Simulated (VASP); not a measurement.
# TePb (R3m) in VASP: notebook

The runs below take TePb through single point, with PBEsol, PBE, r2SCAN.

Everything below comes from runs of VASP 6.6.1. Logs are shortened: lines on timing, memory, paths and dates and some standing lists are left out, and cuts for length are marked.

### Step 1. The cell of the first run

The structure is trigonal, space group R3m (No. 160). Conventional cell: a = 4.555 Å, b = 4.555 Å, c = 11.168 Å, α = 90.00°, β = 90.00°, γ = 120.00°. Pb (site symmetry 3m) has 6 Te at 3.22 to 3.23 Å within 4.2 Å. Te (site symmetry 3m) has 6 Pb at 3.22 to 3.23 Å within 4.2 Å.

### Step 2. Single point, PBEsol

INCAR reads:

```
PREC = Accurate ; ENCUT = 520
EDIFF = 1E-6 ; ISMEAR = -1
SIGMA = 0.02 ; LREAL = False
LASPH = True ; NELM = 60
ALGO = Normal ; ISIF = 2
LWAVE = False ; LCHARG = True
GGA = PS ; LELF = True
LVHAR = True ; NBANDS = 17
```

KPOINTS reads:

```
Automatic mesh
0
Gamma
  6 6 6
```

POSCAR reads:

```
TePb
1.0
    2.2773911457      1.3148523894      3.7227599947
   -2.2773911457      1.3148523894      3.7227599947
    0.0000000000     -2.6297047836      3.7227599930
Pb Te
1 1
Direct
    1.0102295028      1.0102295028      1.0102295028
    0.5107704972      0.5107704972      0.5107704972
```

Potentials or basis: VASP PAW PBE potentials, release 64 (Pb_d, Te).

Launch:

```console
$ cat potpaw_PBE.64/Pb_d/POTCAR potpaw_PBE.64/Te/POTCAR > POTCAR
$ mpirun -np 1 vasp_std > vasp.out
```

OUTCAR:

```text
PREC = Accurate
   ENCUT = 520
   EDIFF = 1E-6
   ISMEAR = -1
   LREAL = False
   LASPH = True
   NELM = 60
   ISIF = 2
   GGA = PS

 ion  position               nearest neighbor table
   1  0.010  0.010  0.010-   2 3.22   2 3.22   2 3.22   2 3.23   2 3.23   2 3.23
   2  0.511  0.511  0.511-   1 3.22   1 3.22   1 3.22   1 3.23   1 3.23   1 3.23

  LATTYP: Found a trigonal (rhomboedric) cell.
 ALAT       =     4.5578820975
 COS(alpha) =     0.5006798667

  Lattice vectors:

 A1 = (   2.2773911457,   1.3148523894,   3.7227599947)
 A2 = (  -2.2773911457,   1.3148523894,   3.7227599947)
 A3 = (   0.0000000000,  -2.6297047836,   3.7227599930)

Analysis of symmetry for initial positions (statically):
=====================================================================
 Subroutine PRICEL returns:
 Original cell was already a primitive cell.

 Routine SETGRP: Setting up the symmetry group for a
 trigonal (rhombohedral) supercell.

 Subroutine GETGRP returns: Found  6 space group operations
 (whereof  6 operations were pure point group operations)
 out of a pool of 12 trial point group operations.

The static configuration has the point symmetry C_3v.

Analysis of symmetry for dynamics (positions and initial velocities):
=====================================================================
 Subroutine PRICEL returns:
 Original cell was already a primitive cell.

 Routine SETGRP: Setting up the symmetry group for a
 trigonal (rhombohedral) supercell.

 Subroutine GETGRP returns: Found  6 space group operations
 (whereof  6 operations were pure point group operations)
 out of a pool of 12 trial point group operations.

The dynamic configuration has the point symmetry C_3v.

 Subroutine INISYM returns: Found  6 space group operations
 (whereof  6 operations are pure point group operations),
 and found     1 'primitive' translations

----------------------------------------------------------------------------------------

                                     Primitive cell

  volume of cell :      66.8853

  direct lattice vectors                    reciprocal lattice vectors
     2.277391146  1.314852389  3.722759995     0.219549462  0.126756941  0.089539303
    -2.277391146  1.314852389  3.722759995    -0.219549462  0.126756941  0.089539303
     0.000000000 -2.629704784  3.722759993     0.000000000 -0.253513882  0.089539302

  length of vectors
     4.557882097  4.557882097  4.557882097     0.268861628  0.268861628  0.268861628

  position of ions in fractional coordinates (direct lattice)
     0.010229503  0.010229503  0.010229503
     0.510770497  0.510770497  0.510770497

  ion indices of the primitive-cell ions
   primitive index   ion index
                 1           1
                 2           2

----------------------------------------------------------------------------------------

 KPOINTS: Automatic mesh

Automatic generation of k-mesh.
 Grid dimensions read from file:
 generate k-points for:    6    6    6

 Generating k-lattice:

  Cartesian coordinates                     Fractional coordinates (reciprocal lattice)
     0.036591577  0.021126157  0.014923217     0.166666667 -0.000000000  0.000000000
    -0.036591577  0.021126157  0.014923217    -0.000000000  0.166666667  0.000000000
     0.000000000 -0.042252314  0.014923217     0.000000000  0.000000000  0.166666667

  Length of vectors
     0.044810271  0.044810271  0.044810271

  Shift w.r.t. Gamma in fractional coordinates (k-lattice)
     0.000000000  0.000000000  0.000000000

 Subroutine IBZKPT returns following result:
 ===========================================

 Found     32 irreducible k-points:

 Following reciprocal coordinates:
            Coordinates               Weight
  0.000000  0.000000  0.000000      1.000000
  0.166667  0.000000 -0.000000      6.000000
  0.333333  0.000000 -0.000000      6.000000
  0.500000  0.000000  0.000000      3.000000
  0.166667  0.166667 -0.000000      6.000000
  0.333333  0.166667  0.000000     12.000000
[... 16 lines left out ...]
  0.500000  0.500000  0.166667      6.000000
 -0.333333  0.500000  0.166667     12.000000
 [... further k-points ...]
   k-points           NKPTS =     32   k-points in BZ     NKDIM =     32   number of bands    NBANDS=     17
   number of dos      NEDOS =    301   number of ions     NIONS =      2
   total plane-waves  NPLWV =  46656
   dimension x,y,z NGX =    36 NGY =   36 NGZ =   36
   dimension x,y,z NGXF=    72 NGYF=   72 NGZF=   72
   ions per type =               1   1
   NGX,Y,Z   is equivalent  to a cutoff of  13.13, 13.13, 13.13 a.u.
   NGXF,Y,Z  is equivalent  to a cutoff of  26.26, 26.26, 26.26 a.u.
 SYSTEM =  unknown system
   PREC   = accura    normal or accurate (medium, high low for compatibility)
   ISTART =      0    job   : 0-new  1-cont  2-samecut
   ICHARG =      2    charge: 1-file 2-atom 10-const
   ISPIN  =      1    spin polarized calculation?
   LNONCOLLINEAR =      F non collinear calculations
   LSORBIT =      F    spin-orbit coupling
   LASPH  =      T    aspherical Exc in radial PAW
   ENCUT  =  520.0 eV  38.22 Ry    6.18 a.u.   8.47  8.47  8.47*2*pi/ulx,y,z
   NELM   =     60;   NELMIN=  2; NELMDL= -5     # of ELM steps
   EDIFF  = 0.1E-05   stopping-criterion for ELM
   LREAL  =      F    real-space projection
   EDIFFG = 0.1E-04   stopping-criterion for IOM
   NSW    =      0    number of steps for IOM
   IBRION =     -1    ionic relax: 0-MD 1-quasi-New 2-CG
   NFREE  =      0    steps in history (QN), initial steepest desc. (CG)
   ISIF   =      2    stress and relaxation
   ISYM   =      2    0-nonsym 1-usesym 2-fastsym
   POTIM  = 0.5000    time-step for ionic-motion
   TEBEG  =    0.0;   TEEND  =   0.0 temperature during run
   PSTRESS=    0.0 pullay stress
   NELECT =      20.0000    total number of electrons
   NUPDOWN=      -1.0000    fix difference up-down
   EMIN   =  10.00;   EMAX   =-10.00  energy-range for DOS
   EFERMI =   0.00;   METHOD = LEGACY
   ISMEAR =    -1;   SIGMA  =   0.02  broadening in eV -4-tet -1-fermi 0-gaus
   EFERMI_NEDOS =   21; number of points for ismear=-14 and -15
   IALGO  =     38    algorithm
   IMIX   =      4    mixing-type and parameters
     AMIX     =   0.40;   BMIX     =  1.00
     AMIX_MAG =   1.60;   BMIX_MAG =  1.00
  volume/ion in A,a.u.               =      33.44       225.68
  Fermi-wavevector in a.u.,A,eV,Ry     =   1.094732  2.068744 16.305744  1.198438
  Thomas-Fermi vector in A             =   2.231042
   LORBIT       =      0    0 simple, 1 ext, 2 COOP (PROOUT), +10 PAW based schemes
   GGA     = PS    functional components
   LHFCALC =     F    Hartree Fock is set to
   AEXX    =    0.0000 exact exchange contribution
   IVDW    =     0    specifies the selected vdW correction
   LEPSILON=     F    determine dielectric tensor
   LRPA    =     F    only Hartree local field effects (RPA)
 non-spin polarized calculation
  energy-cutoff  :      520.00
  volume of cell :       66.89
 maximum number of plane-waves:      1820
 NGX is ok and might be reduce to    36
   NGX = 17   NGY = 17   NGZ = 17

 number of electron      20.0000001 magnetization

 Free energy of the ion-electron system (eV)
  ---------------------------------------------------
  ext. energy  EPLUGINS =         0.00000000
  ---------------------------------------------------
  free energy    TOTEN  =        -8.26005764 eV

  energy without entropy =       -8.26005764  energy(sigma->0) =       -8.26005764

 E-fermi :   5.8967     XC(G=0):  -9.5090

 val. band max:        5.5757487359   @ k =   0.5000   0.5000   0.5000
 cond. band min:       6.2198131363   @ k =   0.5000   0.0000   0.0000
 fundamental gap:      0.6440644004
 Fermi energy:         5.8966682650

 k-point     1 :       0.0000    0.0000    0.0000
  band No.  band energies     occupation
      1     -11.0736      2.00000
      2     -11.0736      2.00000
      3     -11.0620      2.00000
      4     -11.0620      2.00000
      5     -11.0619      2.00000
      6      -6.5346      2.00000
[... 9 lines left out ...]
     16      11.3130      0.00000
     17      12.7740      0.00000

 k-point     2 :       0.1667    0.0000   -0.0000
  band No.  band energies     occupation
      1     -11.0771      2.00000
      2     -11.0770      2.00000
      3     -11.0613      2.00000
      4     -11.0580      2.00000
      5     -11.0579      2.00000
      6      -6.2945      2.00000
[... 9 lines left out ...]
     16      11.8269      0.00000
     17      14.4796      0.00000

 k-point     3 :       0.3333    0.0000   -0.0000
  band No.  band energies     occupation
      1     -11.0852      2.00000
      2     -11.0851      2.00000
      3     -11.0602      2.00000
      4     -11.0485      2.00000
      5     -11.0485      2.00000
      6      -5.6374      2.00000
[... 9 lines left out ...]
     16      13.2015      0.00000
     17      16.5351      0.00000

 k-point     4 :       0.5000    0.0000    0.0000
  band No.  band energies     occupation
      1     -11.0894      2.00000
      2     -11.0893      2.00000
      3     -11.0597      2.00000
      4     -11.0437      2.00000
      5     -11.0436      2.00000
      6      -5.0703      2.00000
[... 9 lines left out ...]
     16      14.8071      0.00000
     17      14.8157      0.00000
[... 343 lines left out ...]
      1     -11.1093      2.00000
      2     -11.0755      2.00000
      3     -11.0619      2.00000
      4     -11.0457      2.00000
      5     -11.0419      2.00000
      6      -5.1565      2.00000
[... 9 lines left out ...]
     16      14.5943      0.00000
     17      15.1133      0.00000

 k-point    23 :       0.5000    0.5000    0.1667
  band No.  band energies     occupation
      1     -11.1270      2.00000
      2     -11.0679      2.00000
      3     -11.0674      2.00000
      4     -11.0396      2.00000
      5     -11.0375      2.00000
      6      -4.8974      2.00000
[... 9 lines left out ...]
     16      15.5870      0.00000
     17      16.4419      0.00000

 k-point    24 :      -0.3333    0.5000    0.1667
  band No.  band energies     occupation
      1     -11.1268      2.00000
      2     -11.0710      2.00000
      3     -11.0635      2.00000
      4     -11.0444      2.00000
      5     -11.0343      2.00000
      6      -4.6946      2.00000
[... 9 lines left out ...]
     16      16.3142      0.00000
     17      17.1222      0.00000

 [... further k-points ...]

------------------------ aborting loop because EDIFF is reached ----------------------------------------

  FORCE on cell =-STRESS in cart. coord.  units (eV):
  Direction    XX          YY          ZZ          XY          YZ          ZX
  --------------------------------------------------------------------------------------
  -------------------------------------------------------------------------------------
  Total       -0.0121457     -0.0121457     -0.0245469      0.0000000      0.0000000      0.0000000
  in kB       -0.2909400     -0.2909400     -0.5879994      0.0000000      0.0000000      0.0000000
  external PRESSURE =      -0.3899598 kB  Pullay stress =       0.0000000 kB

 VOLUME and BASIS-vectors are now :
 -----------------------------------------------------------------------------
  energy-cutoff  :      520.00
  volume of cell :       66.89
      direct lattice vectors                 reciprocal lattice vectors
     2.277391146  1.314852389  3.722759995     0.219549462  0.126756941  0.089539303
    -2.277391146  1.314852389  3.722759995    -0.219549462  0.126756941  0.089539303
     0.000000000 -2.629704784  3.722759993     0.000000000 -0.253513882  0.089539302

 POSITION                                       TOTAL-FORCE (eV/Angst)
 -----------------------------------------------------------------------------------
      0.00000     -0.00000      0.11425         0.000000     -0.000000      0.001994
      0.00000     -0.00000      5.70443         0.000000      0.000000     -0.001994
 -----------------------------------------------------------------------------------
    total drift:                               -0.000000     -0.000000      0.000037

  FREE ENERGIE OF THE ION-ELECTRON SYSTEM (eV)
  ---------------------------------------------------
  free  energy   TOTEN  =        -8.2600576418 eV

  energy  without entropy=       -8.2600576395  energy(sigma->0) =       -8.26005764
```

Wall time 31 s (1 thread of Intel Xeon Platinum 8259CL at 2.50GHz (Skylake/Cascade Lake), shared host); peak memory 0.22 GiB.

What came out:

* Free energy: -8.2601 eV
* Pressure: 0.0 GPa
* Band gap on the k mesh: 0.64 eV (least direct gap 0.65 eV)

Levels at points of the mesh, in eV from the valence-band top:
```
           k point  band 6  band 7  band 8  band 9  band 10  band 11  band 12  band 13  band 14  band 15
(0.00, 0.00, 0.00)  -12.11   -5.60   -1.38   -1.37    -1.37     4.06     4.06     4.06     5.73     5.74
(0.50, 0.00, 0.00)  -10.65   -8.65   -0.91   -0.90    -0.01     0.64     1.21     1.22     8.29     9.20
(0.50, 0.50, 0.00)  -10.39   -7.33   -4.60   -2.86    -2.85     3.17     5.49     5.49     6.73    10.14
(0.50, 0.50, 0.50)  -10.65   -8.66   -0.90   -0.90     0.00     0.65     1.22     1.22     8.29     9.20
```

Caveat: the PAW data sets were made with another functional, which shifts forces and pressure a little; spin-orbit coupling is left out, which moves the levels of the heavy elements.

(Part 1 of 2 ends here.)
